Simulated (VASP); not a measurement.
# Sb2C3 (Fmmm) in VASP: a series of runs

Runs on Sb2C3. Level: PBE. Tasks: single point.

Program: VASP 6.6.1. These are calculated values, not measurements. Logs are shortened: lines on timing, memory, paths and dates and some standing lists are left out, and cuts for length are marked.

## (1) The cell of the first run

The structure is orthorhombic, space group Fmmm (No. 69). The conventional cell has a = 7.500 Å, b = 8.681 Å, c = 9.606 Å, α = 90.00°, β = 90.00°, γ = 90.00°. Sb (site symmetry m2m) has 5 Sb at 2.78 to 3.15 Å and 12 C at 2.80 to 3.56 Å within 3.7 Å. Sb (site symmetry 222) has 12 C at 2.72 to 3.57 Å and 4 Sb at 3.15 Å within 3.6 Å. Within 1.8 Å of C (site symmetry m) lie 2 C at 1.38 to 1.42 Å. C (site symmetry 2mm) has 2 C at 1.38 Å within 1.8 Å.

## (2) Single point, PBE

INCAR

```
SYSTEM = Sb2C3
  PREC = Accurate
  ENCUT = 520
  EDIFF = 1E-6
  ISMEAR = 0
  SIGMA = 0.1
  LREAL = .False.
  LASPH = .True.
  NELM = 60
  ALGO = Fast
  ISIF = 2
  LWAVE = .False.
  LCHARG = .False.
  GGA = PE
  NBANDS = 33
```

KPOINTS

```
regular mesh
0
Gamma
  4 4 4
  0 0 0
```

POSCAR

```
Sb2C3
1.0
    0.0000000000      4.3405678793      3.7502155382
    4.8031086852      0.0000000000      3.7502155382
    4.8031086852      4.3405678793      0.0000000000
Sb C
4 6
Direct
    0.6599656387      0.3400343613      0.6599656387
    0.3400343613      0.6599656387      0.3400343613
    0.2500000000      0.2500000000      0.2500000000
    0.7500000000      0.7500000000      0.7500000000
    0.7764381902      0.0336236834      0.2235618098
    0.9663763166      0.2235618098      0.0336236834
    0.2235618098      0.9663763166      0.7764381902
    0.0336236834      0.7764381902      0.9663763166
    0.8234202843      0.8234202843      0.1765797157
    0.1765797157      0.1765797157      0.8234202843
```

Potentials or basis: VASP PAW PBE potentials, release 64 (Sb, C).

Run with:

```
cat potpaw_PBE.64/Sb/POTCAR potpaw_PBE.64/C/POTCAR > POTCAR
mpirun -np 1 vasp_std > vasp.out
```

OUTCAR:

```text
SYSTEM = Sb2C3
   PREC = Accurate
   ENCUT = 520
   EDIFF = 1E-6
   ISMEAR = 0
   LREAL = .False.
   LASPH = .True.
   NELM = 60
   ISIF = 2
   GGA = PE

 ion  position               nearest neighbor table
   1  0.660  0.340  0.660-   2 2.78   9 2.80  10 2.80   3 3.15   4 3.15   4 3.15   3 3.15
   2  0.340  0.660  0.340-   1 2.78   9 2.80  10 2.80   3 3.15   3 3.15   4 3.15   4 3.15
   3  0.250  0.250  0.250-   5 2.72   8 2.72   7 2.72   6 2.72   2 3.15   1 3.15   2 3.15   1 3.15
                             4 3.75   4 3.75
   4  0.750  0.750  0.750-   8 2.72   5 2.72   6 2.72   7 2.72   2 3.15   1 3.15   1 3.15   2 3.15
                             3 3.75   3 3.75
   5  0.776  0.034  0.224-   9 1.38   6 1.42   4 2.72   3 2.72
   6  0.966  0.224  0.034-  10 1.38   5 1.42   4 2.72   3 2.72
   7  0.224  0.966  0.776-  10 1.38   8 1.42   4 2.72   3 2.72
   8  0.034  0.776  0.966-   9 1.38   7 1.42   4 2.72   3 2.72
   9  0.823  0.823  0.177-   5 1.38   8 1.38   1 2.80   2 2.80
  10  0.177  0.177  0.823-   6 1.38   7 1.38   1 2.80   2 2.80

  LATTYP: Found a face centered orthorhombic cell.
 ALAT       =     7.5004310764
 B/A-ratio  =     1.1574182431
 C/A-ratio  =     1.2807553689

  Lattice vectors:

 A1 = (   4.8031086852,  -4.3405678793,   0.0000000000)
 A2 = (   4.8031086852,   0.0000000000,   3.7502155382)
 A3 = (   0.0000000000,  -4.3405678793,   3.7502155382)

Analysis of symmetry for initial positions (statically):
=====================================================================
 Subroutine PRICEL returns:
 Original cell was already a primitive cell.

 Routine SETGRP: Setting up the symmetry group for a
 face centered orthorhombic supercell.

 Subroutine GETGRP returns: Found  8 space group operations
 (whereof  8 operations were pure point group operations)
 out of a pool of  8 trial point group operations.

The static configuration has the point symmetry D_2h.

Analysis of symmetry for dynamics (positions and initial velocities):
=====================================================================
 Subroutine PRICEL returns:
 Original cell was already a primitive cell.

 Routine SETGRP: Setting up the symmetry group for a
 face centered orthorhombic supercell.

 Subroutine GETGRP returns: Found  8 space group operations
 (whereof  8 operations were pure point group operations)
 out of a pool of  8 trial point group operations.

The dynamic configuration has the point symmetry D_2h.

 Subroutine INISYM returns: Found  8 space group operations
[... 116 lines left out ...]
   PSTRESS=    0.0 pullay stress
   NELECT =      44.0000    total number of electrons
   NUPDOWN=      -1.0000    fix difference up-down
   EMIN   =  10.00;   EMAX   =-10.00  energy-range for DOS
   EFERMI =   0.00;   METHOD = LEGACY
   ISMEAR =     0;   SIGMA  =   0.10  broadening in eV -4-tet -1-fermi 0-gaus
   EFERMI_NEDOS =   21; number of points for ismear=-14 and -15
   IALGO  =     68    algorithm
   IMIX   =      4    mixing-type and parameters
     AMIX     =   0.40;   BMIX     =  1.00
     AMIX_MAG =   1.60;   BMIX_MAG =  1.00
  volume/ion in A,a.u.               =      15.64       105.52
  Fermi-wavevector in a.u.,A,eV,Ry     =   1.072772  2.027245 15.658118  1.150839
  Thomas-Fermi vector in A             =   2.208552
   LORBIT       =      0    0 simple, 1 ext, 2 COOP (PROOUT), +10 PAW based schemes
   GGA     = PE    functional components
   LHFCALC =     F    Hartree Fock is set to
   AEXX    =    0.0000 exact exchange contribution
   IVDW    =     0    specifies the selected vdW correction
   LEPSILON=     F    determine dielectric tensor
   LRPA    =     F    only Hartree local field effects (RPA)
 non-spin polarized calculation
 RMM-DIIS sequential band-by-band and
 Gauss-broadening in eV      SIGMA  =   0.10
  energy-cutoff  :      520.00
  volume of cell :      156.37
 maximum number of plane-waves:      4228
 NGX is ok and might be reduce to    48
   NGX = 21   NGY = 23   NGZ = 25

 number of electron      43.9999999 magnetization

 Free energy of the ion-electron system (eV)
  ---------------------------------------------------
  ext. energy  EPLUGINS =         0.00000000
  ---------------------------------------------------
  free energy    TOTEN  =       -60.54625775 eV

  energy without entropy =      -60.52937709  energy(sigma->0) =      -60.53781742

 E-fermi :   7.3122     XC(G=0): -10.5201

 val. band max:        7.3088993874   @ k =   0.0000   0.0000   0.0000
 cond. band min:       7.3475409525   @ k =   0.5000   0.2500   0.0000
 fundamental gap:      0.0386415651
 Fermi energy:         7.3121967451

 k-point     1 :       0.0000    0.0000    0.0000
  band No.  band energies     occupation
      1     -10.2738      2.00000
      2      -6.7749      2.00000
      3      -6.7520      2.00000
      4      -4.4663      2.00000
      5      -3.0993      2.00000
      6      -2.5029      2.00000
[... 637 lines left out ...]
     32      12.1853      0.00000
     33      12.3296      0.00000

------------------------ aborting loop because EDIFF is reached ----------------------------------------

  FORCE on cell =-STRESS in cart. coord.  units (eV):
  Direction    XX          YY          ZZ          XY          YZ          ZX
  --------------------------------------------------------------------------------------
  -------------------------------------------------------------------------------------
  Total        0.2291246     -0.1627828      0.0248241      0.0000000     -0.0000000      0.0000000
  in kB        2.3476162     -1.6678766      0.2543478      0.0000000     -0.0000000      0.0000000
  external PRESSURE =       0.3113625 kB  Pullay stress =       0.0000000 kB

 VOLUME and BASIS-vectors are now :
 -----------------------------------------------------------------------------
  energy-cutoff  :      520.00
  volume of cell :      156.37
      direct lattice vectors                 reciprocal lattice vectors
     0.000000000  4.340567879  3.750215538    -0.104099248  0.115192301  0.133325670
     4.803108685  0.000000000  3.750215538     0.104099248 -0.115192301  0.133325670
     4.803108685  4.340567879  0.000000000     0.104099248  0.115192301 -0.133325670

 POSITION                                       TOTAL-FORCE (eV/Angst)
 -----------------------------------------------------------------------------------
      4.80311      5.72925      3.75022        -0.000000      0.024141      0.000000
      4.80311      2.95188      3.75022        -0.000000     -0.024141      0.000000
      2.40155      2.17028      1.87511        -0.000000      0.000000     -0.000000
      7.20466      6.51085      5.62532        -0.000000      0.000000      0.000000
      1.23529      4.34057      3.03791         0.032362      0.000000     -0.030830
      1.23529      4.34057      4.46252         0.032362      0.000000      0.030830
      8.37093      4.34057      4.46252        -0.032362      0.000000      0.030830
      8.37093      4.34057      3.03791        -0.032362      0.000000     -0.030830
      4.80311      4.34057      6.17601        -0.000000      0.000000     -0.061790
      4.80311      4.34057      1.32442        -0.000000      0.000000      0.061790
 -----------------------------------------------------------------------------------
    total drift:                               -0.000000     -0.000000      0.000000

  FREE ENERGIE OF THE ION-ELECTRON SYSTEM (eV)
  ---------------------------------------------------
  free  energy   TOTEN  =       -60.5462577489 eV

  energy  without entropy=      -60.5293770862  energy(sigma->0) =      -60.53781742
```

Wall time 3.2 min (1 thread of Oxide Virtual Turin-like, shared host); peak memory 0.32 GiB.

What came out:

| Quantity | Value |
| --- | --- |
| Free energy | -60.5463 eV |
| Pressure | 0.0 GPa |
| Largest force | 0.062 eV/Å |
| Band gap on the k mesh | zero (bands 22 and 23 overlap by 0.79 eV) |

Forces on the atoms (eV/Å):
```
Sb   0.000  0.024  0.000
Sb   0.000 -0.024  0.000
Sb   0.000  0.000  0.000
Sb   0.000  0.000  0.000
C    0.032  0.000 -0.031
C    0.032  0.000  0.031
C   -0.032  0.000  0.031
C   -0.032  0.000 -0.031
C    0.000  0.000 -0.062
C    0.000  0.000  0.062
```

Caveat: spin-orbit coupling is left out, which moves the levels of the heavy elements.

## (3) Single point, PBE

This run uses another cell than the first one, of 19.02 Å³/atom.

INCAR

```
SYSTEM = Sb2C3
PREC = Accurate ; ENCUT = 520
EDIFF = 1E-7 ; ISMEAR = 0
SIGMA = 0.1 ; LREAL = .FALSE.
LASPH = .TRUE. ; NELM = 60
ALGO = Normal ; ISIF = 2
LWAVE = .FALSE. ; LCHARG = .TRUE.
GGA = PE ; LELF = .TRUE.
LVHAR = .TRUE. ; NBANDS = 33
```

KPOINTS

```
regular mesh
0
G
  4 4 4
  0 0 0
```

POSCAR

```
Sb2C3
1.0
    0.0000000000      4.0628045954      6.1647929080
    3.7968954885      0.0000000000      6.1647929080
    3.7968954885      4.0628045954      0.0000000000
Sb C
4 6
Direct
    0.7180000000      0.2820000000      0.7180000000
    0.2820000000      0.7180000000      0.2820000000
    0.2500000000      0.2500000000      0.2500000000
    0.7500000000      0.7500000000      0.7500000000
    0.7197000000      0.1333000000      0.2803000000
    0.8667000000      0.2803000000      0.1333000000
    0.2803000000      0.8667000000      0.7197000000
    0.1333000000      0.7197000000      0.8667000000
    0.8519000000      0.8519000000      0.1481000000
    0.1481000000      0.1481000000      0.8519000000
```

Potentials or basis: VASP PAW PBE potentials, release 64 (Sb, C).

Run with:

```
cat potpaw_PBE.64/Sb/POTCAR potpaw_PBE.64/C/POTCAR > POTCAR
mpirun -np 1 vasp_std > vasp.out
```

Run time: 4.3 min. Hardware: 1 thread of Oxide Virtual Turin-like, shared host; peak memory 0.36 GiB.

The run converged. Its results:

```yaml
Free_energy: -49.3077 eV
Pressure: -19.8 GPa
Largest_force: 2.482 eV/Å
Band_gap_on_the_k_mesh: zero (bands 22 and 23 overlap by 0.48 eV)
```

Forces in eV/Å, atoms in the order of the input:
```
Sb   0.000 -0.130  0.000
Sb   0.000  0.130  0.000
Sb   0.000  0.000  0.000
Sb   0.000  0.000  0.000
C   -2.151  0.000  1.226
C   -2.151  0.000 -1.226
C    2.151  0.000 -1.226
C    2.151  0.000  1.226
C    0.000  0.000  2.482
C    0.000  0.000 -2.482
```

Stress tensor (GPa, compression positive):
```
-24.62   0.00   0.00
  0.00 -11.53   0.00
  0.00   0.00 -23.11
```

Levels at points of the mesh, in eV from the Fermi level:
```tsv
k point	band 20	band 21	band 22	band 23	band 24	band 25
(0.00, 0.00, 0.00)	-0.70	-0.55	-0.35	0.08	0.76	0.92
(0.50, 0.00, 0.00)	-1.12	-0.79	-0.21	0.01	0.50	0.72
(0.50, 0.50, 0.00)	-1.25	-1.04	-0.68	-0.40	-0.37	1.14
(0.50, 0.00, 0.50)	-0.59	-0.42	-0.34	-0.28	0.41	0.55
(0.00, 0.50, 0.50)	-0.40	-0.26	-0.05	0.03	0.59	0.64
```

Caveat: the stress differs along the axes, from -25 to -12 GPa; spin-orbit coupling is left out, which moves the levels of the heavy elements; forces of over 1 eV/Å act on the atoms, so gaps and moduli don't describe the material at rest.

## (4) Single point, PBE

This run uses another cell than the first one, of 15.77 Å³/atom.

INCAR

```
  PREC = Accurate
  ENCUT = 520
  EDIFF = 1E-7
  ISMEAR = 0
  SIGMA = 0.1
  LREAL = False
  LASPH = True
  NELM = 80
  ALGO = Fast
  ISIF = 2
  LWAVE = False
  LCHARG = False
  GGA = PE
  NBANDS = 33
```

KPOINTS

```
Automatic mesh
0
Gamma
  8 8 8
```

POSCAR

```
Sb2C3
1.0
    0.0000000000      4.3899063686      4.6937150971
    3.8272336387      0.0000000000      4.6937150971
    3.8272336387      4.3899063686      0.0000000000
Sb C
4 6
Direct
    0.6573599200      0.3426400800      0.6573599200
    0.3426400800      0.6573599200      0.3426400800
    0.7500000000      0.7500000000      0.7500000000
    0.2500000000      0.2500000000      0.2500000000
    0.0376317526      0.2238678475      0.9623682474
    0.2238678475      0.0376317526      0.7761321525
    0.9623682474      0.7761321525      0.0376317526
    0.7761321525      0.9623682474      0.2238678475
    0.8264008521      0.1735991479      0.1735991479
    0.1735991479      0.8264008521      0.8264008521
```

Potentials or basis: VASP PAW PBE potentials, release 64 (Sb, C).

Run with:

```
cat potpaw_PBE.64/Sb/POTCAR potpaw_PBE.64/C/POTCAR > POTCAR
mpirun -np 1 vasp_std > vasp.out
```

OUTCAR:

```text
PREC = Accurate
   ENCUT = 520
   EDIFF = 1E-7
   ISMEAR = 0
   LREAL = False
   LASPH = True
   NELM = 80
   ISIF = 2
   GGA = PE

 ion  position               nearest neighbor table
   1  0.657  0.343  0.657-   2 2.76   9 2.85  10 2.85   3 3.14   4 3.14   4 3.14   3 3.14
   2  0.343  0.657  0.343-   1 2.76   9 2.85  10 2.85   4 3.14   4 3.14   3 3.14   3 3.14
   3  0.750  0.750  0.750-   8 2.74   5 2.74   7 2.74   6 2.74   2 3.14   1 3.14   2 3.14   1 3.14

   4  0.250  0.250  0.250-   7 2.74   6 2.74   8 2.74   5 2.74   2 3.14   1 3.14   2 3.14   1 3.14

   5  0.038  0.224  0.962-   9 1.37   6 1.43   3 2.74   4 2.74
   6  0.224  0.038  0.776-  10 1.37   5 1.43   4 2.74   3 2.74
   7  0.962  0.776  0.038-  10 1.37   8 1.43   4 2.74   3 2.74
   8  0.776  0.962  0.224-   9 1.37   7 1.43   3 2.74   4 2.74
   9  0.826  0.174  0.174-   5 1.37   8 1.37   1 2.85   2 2.85
  10  0.174  0.826  0.826-   6 1.37   7 1.37   1 2.85   2 2.85

  LATTYP: Found a face centered orthorhombic cell.
 ALAT       =     7.6544672774
 B/A-ratio  =     1.1470181293
 C/A-ratio  =     1.2263988928

  Lattice vectors:

 A1 = (   0.0000000000,   4.3899063686,   4.6937150971)
 A2 = (   3.8272336387,   0.0000000000,   4.6937150971)
 A3 = (   3.8272336387,   4.3899063686,   0.0000000000)

Analysis of symmetry for initial positions (statically):
=====================================================================
 Subroutine PRICEL returns:
 Original cell was already a primitive cell.

 Routine SETGRP: Setting up the symmetry group for a
 face centered orthorhombic supercell.

 Subroutine GETGRP returns: Found  8 space group operations
 (whereof  8 operations were pure point group operations)
 out of a pool of  8 trial point group operations.

The static configuration has the point symmetry D_2h.

Analysis of symmetry for dynamics (positions and initial velocities):
[... 154 lines left out ...]
   AEXX    =    0.0000 exact exchange contribution
   IVDW    =     0    specifies the selected vdW correction
   LEPSILON=     F    determine dielectric tensor
   LRPA    =     F    only Hartree local field effects (RPA)
 non-spin polarized calculation
 RMM-DIIS sequential band-by-band and
 Gauss-broadening in eV      SIGMA  =   0.10
  energy-cutoff  :      520.00
  volume of cell :      157.72
 maximum number of plane-waves:      4269
   NGX = 23   NGY = 23   NGZ = 21

 number of electron      44.0000004 magnetization

 Free energy of the ion-electron system (eV)
  ---------------------------------------------------
  ext. energy  EPLUGINS =         0.00000000
  ---------------------------------------------------
  free energy    TOTEN  =       -60.57708250 eV

  energy without entropy =      -60.55799979  energy(sigma->0) =      -60.56754114

 E-fermi :   7.1261     XC(G=0): -10.4798

 val. band max:        7.1192934317   @ k =  -0.1250   0.1250   0.2500
 cond. band min:       7.1277943150   @ k =   0.5000   0.3750   0.0000
 fundamental gap:      0.0085008833
 Fermi energy:         7.1260754425

 k-point     1 :       0.0000    0.0000    0.0000
  band No.  band energies     occupation
      1     -10.3434      2.00000
      2      -6.8545      2.00000
      3      -6.8010      2.00000
      4      -4.5700      2.00000
      5      -3.1882      2.00000
      6      -2.4585      2.00000
[... 853 lines left out ...]
     32      12.2433      0.00000
     33      12.9018      0.00000

 [... further k-points ...]

------------------------ aborting loop because EDIFF is reached ----------------------------------------

  FORCE on cell =-STRESS in cart. coord.  units (eV):
  Direction    XX          YY          ZZ          XY          YZ          ZX
  --------------------------------------------------------------------------------------
  -------------------------------------------------------------------------------------
  Total        0.0446540     -0.1088885      0.0933824      0.0000000      0.0000000      0.0000000
  in kB        0.4536118     -1.1061283      0.9486122      0.0000000      0.0000000      0.0000000
  external PRESSURE =       0.0986986 kB  Pullay stress =       0.0000000 kB

 VOLUME and BASIS-vectors are now :
 -----------------------------------------------------------------------------
  energy-cutoff  :      520.00
  volume of cell :      157.72
      direct lattice vectors                 reciprocal lattice vectors
     0.000000000  4.389906369  4.693715097    -0.130642664  0.113897646  0.106525426
     3.827233639  0.000000000  4.693715097     0.130642664 -0.113897646  0.106525426
     3.827233639  4.389906369  0.000000000     0.130642664  0.113897646 -0.106525426

 POSITION                                       TOTAL-FORCE (eV/Angst)
 -----------------------------------------------------------------------------------
      3.82723      5.77150      4.69372         0.000000      0.032454      0.000000
      3.82723      3.00832      4.69372         0.000000     -0.032454      0.000000
      5.74085      6.58486      7.04057         0.000000     -0.000000      0.000000
      1.91362      2.19495      2.34686         0.000000      0.000000      0.000000
      4.54000      4.38991      1.22740         0.024975      0.000000      0.052844
      3.11446      4.38991      1.22740        -0.024975      0.000000      0.052844
      3.11446      4.38991      8.16003        -0.024975      0.000000     -0.052844
      4.54000      4.38991      8.16003         0.024975      0.000000     -0.052844
      1.32881      4.38991      4.69372         0.063885      0.000000      0.000000
      6.32566      4.38991      4.69372        -0.063885      0.000000      0.000000
 -----------------------------------------------------------------------------------
    total drift:                               -0.000000     -0.000000     -0.000000

  FREE ENERGIE OF THE ION-ELECTRON SYSTEM (eV)
  ---------------------------------------------------
  free  energy   TOTEN  =       -60.5770824958 eV

  energy  without entropy=      -60.5579997908  energy(sigma->0) =      -60.56754114
```

Wall time 19 min (1 thread of Oxide Virtual Turin-like, shared host); peak memory 0.54 GiB.

Results:

```yaml
Free_energy: -60.5771 eV
Pressure: 0.0 GPa
Largest_force: 0.064 eV/Å
Band_gap_on_the_k_mesh: zero (bands 22 and 23 overlap by 1.29 eV)
```

Forces in eV/Å, atoms in the order of the input:
```
Sb   0.000  0.032  0.000
Sb   0.000 -0.032  0.000
Sb   0.000  0.000  0.000
Sb   0.000  0.000  0.000
C    0.025  0.000  0.053
C   -0.025  0.000  0.053
C   -0.025  0.000 -0.053
C    0.025  0.000 -0.053
C    0.064  0.000  0.000
C   -0.064  0.000  0.000
```

Caveat: spin-orbit coupling is left out, which moves the levels of the heavy elements.

## (5) Overview

| cell | k mesh | gap on the mesh (eV) | pressure (GPa) | largest force (eV/Å) |
| --- | --- | --- | --- | --- |
| a = 5.736, b = 6.094, c = 6.474 Å, angles 54.2, 59.5, 66.3°, 10 atoms, atomic positions A | 4 × 4 × 4 | none | 0.0 | 0.06 |
| a = 7.383, b = 7.240, c = 5.561 Å, angles 69.0, 66.3, 44.7°, 10 atoms, atomic positions B | 4 × 4 × 4 | none | -19.8 | 2.48 |
| a = 6.427, b = 6.056, c = 5.824 Å, angles 65.5, 59.0, 55.5°, 10 atoms, atomic positions C | 8 × 8 × 8 | none | 0.0 | 0.06 |

Alike in all rows: task single point; level PBE; potentials or basis VASP PAW PBE potentials, release 64 (Sb, C); no spin polarisation; cutoff (eV) 520; smearing gaussian 0.1 eV.

Caveats: spin-orbit coupling is left out, which moves the levels of the heavy elements; the stress differs along the axes, from -25 to -12 GPa (at least some runs); forces of over 1 eV/Å act on the atoms, so gaps and moduli don't describe the material at rest (at least some runs).

Absolute energies hang on the potentials; compare differences alone.

The gap in the log of VASP goes by the Fermi energy; the results here count the filled bands.